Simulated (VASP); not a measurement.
Here is a VASP 6.6.1 calculation.

INCAR

```
SYSTEM = Ba2Hf2O
  ALGO = Fast
  EDIFF = 1E-6
  EDIFFG = -0.01
  ENCUT = 600
  GGA = PE
  IBRION = 2
  ISIF = 3
  ISMEAR = 0
  LASPH = .TRUE.
  LCHARG = .FALSE.
  LREAL = .FALSE.
  LWAVE = .FALSE.
  NELM = 80
  NSW = 100
  PREC = Accurate
  SIGMA = 0.1
```

Contents of KPOINTS:

```
k-points
0
G
  12 12 4
  0 0 0
```

POSCAR

```
Ba2Hf2O
1.0
    3.5389540034      0.0000000000      0.0000000000
   -1.7694770017      3.0648240698      0.0000000000
    0.0000000000      0.0000000000     12.3720458852
Ba Hf O
2 2 1
Direct
    0.3333333333      0.6666666667      0.1351105933
    0.6666666667      0.3333333333      0.8648894067
    0.3333333333      0.6666666667      0.5910080450
    0.6666666667      0.3333333333      0.4089919550
    0.0000000000      0.0000000000      0.0000000000
```

Potentials or basis: VASP PAW PBE potentials, release 64 (Ba_sv, Hf_pv, O).

The run is started by

```sh
$ cat potpaw_PBE.64/Ba_sv/POTCAR potpaw_PBE.64/Hf_pv/POTCAR potpaw_PBE.64/O/POTCAR > POTCAR
$ mpirun -np 1 vasp_std > vasp.out
```

Problem. What does it give for the band gap on the k mesh?

Solution. Zero (bands 23 and 24 overlap by 0.70 eV).

Problem. Estimate the relaxed volume.

Solution. 27.20 Å³/atom.

Step by step:
| step | energy change (eV) | largest force (eV/Å) | pressure (GPa) | volume (Å³) |
| --- | --- | --- | --- | --- |
| 1 | 0.0000 | 0.1694 | 0.78 | 134.19 |
| 2 | -0.0072 | 0.1345 | -0.31 | 136.73 |
| 3 | -0.0073 | 0.1389 | -0.18 | 136.38 |
| 4 | -0.0088 | 0.0262 | -0.04 | 136.24 |
| 5 | -0.0088 | 0.0265 | -0.02 | 136.22 |
| 6 | -0.0089 | 0.0172 | -0.01 | 136.13 |
| 7 | -0.0089 | 0.0027 | 0.02 | 135.99 |

Caveat: spin-orbit coupling is left out, which moves the levels of the heavy elements.
